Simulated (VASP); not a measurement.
# ZnSe3: single point with PBE

Crystal: ZnSe3.

```
Zn Se
1.0
     7.64466    0.00000    0.00000
    -3.82233    6.62047    0.00000
     0.00000    0.00000    4.20472
Zn Se
2 6
Direct
  0.33333 0.66667 0.75000
  0.66667 0.33333 0.25000
  0.84810 0.69621 0.25000
  0.30379 0.15190 0.25000
  0.84810 0.15190 0.25000
  0.15190 0.30379 0.75000
  0.69621 0.84810 0.75000
  0.15190 0.84810 0.75000
```

The cell was generated, and may not be a known phase.

```yaml
Program: VASP 6.6.1
Task: single point
Functional: PBE
Potentials_or_basis: VASP PAW PBE potentials, release 64 (Zn, Se)
Cutoff: 500 eV
k_mesh: 3 × 3 × 4
Occupations: gaussian, width 0.1 eV
Spin: no spin polarisation
Dipole_correction: no
Further_INCAR_settings: ALGO = Normal; EDIFF = 1e-06; NBANDS = 40
```

- Pressure: 0.1 GPa
- Largest force: 0.035 eV/Å
- Band gap on the k mesh: zero (bands 30 and 31 overlap by 0.46 eV)

Forces on the atoms (eV/Å):
```
Zn   0.000  0.000  0.000
Zn   0.000  0.000  0.000
Se   0.000  0.035  0.000
Se  -0.030 -0.018  0.000
Se   0.030 -0.018  0.000
Se   0.000 -0.035  0.000
Se   0.030  0.018  0.000
Se  -0.030  0.018  0.000
```

Stress tensor (GPa, compression positive):
```
0.20 0.00 0.00
0.00 0.20 0.00
0.00 0.00 0.01
```

Levels at points of the mesh, in eV from the Fermi level:
| k point | band 28 | band 29 | band 30 | band 31 | band 32 | band 33 |
| --- | --- | --- | --- | --- | --- | --- |
| (0.00, 0.00, 0.00) | -1.04 | -0.09 | -0.09 | 0.13 | 0.13 | 1.08 |
| (0.00, 0.00, 0.50) | -1.19 | -1.19 | -1.19 | 1.34 | 1.34 | 1.34 |

Run time: 54 s on 1 thread of Intel(R) Xeon(R) Platinum 8559C (Emerald Rapids), on a shared host, peak memory 0.31 GiB.

Caveat: the k points lie up to 0.37 Å⁻¹ apart; semilocal functionals underestimate gaps, and a narrow one can read as zero.
